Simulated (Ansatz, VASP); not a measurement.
**Pt in VASP and in Ansatz**

```
Pt
1.0
     0.00000    1.94847    1.94847
     1.94847    0.00000    1.94847
     1.94847    1.94847    0.00000
Pt
1
Direct
  0.00000 0.00000 0.00000
```

Alike in both runs: functional LDA; k mesh 16 × 16 × 16; occupations fermi-dirac, width 0.15 eV; no spin polarisation.

Ansatz relaxed the structure, and its values are those at the end. VASP's run is a single point on that final structure, the one shown.

```csv
,VASP,Ansatz
version,VASP 6.6.1,Ansatz 0.2.0
potentials or method,"VASP PAW LDA potentials, release 64 (Pt), cutoff 520 eV","scalar-relativistic, plane waves, PAW"
valence electrons in the cell,10,18
```

|  | VASP | Ansatz | Ansatz less VASP |
| --- | --- | --- | --- |
| gap on the k mesh at the Fermi level (eV) | none | none | - |
| pressure (GPa) | 0.8 | 0.0 | -0.83 |

Ansatz warns that its potentials were made for another functional, while VASP's fit it. LDA's correlation is that of Perdew and Zunger in VASP and of Perdew and Wang (1992) in Ansatz. A gap of «none» marks a metal or a gap that the smearing closes. VASP's potentials hold 10 valence electrons a cell and Ansatz's 18, so a difference there can come from the potentials and not from the codes.

Neither program's run includes spin-orbit coupling.
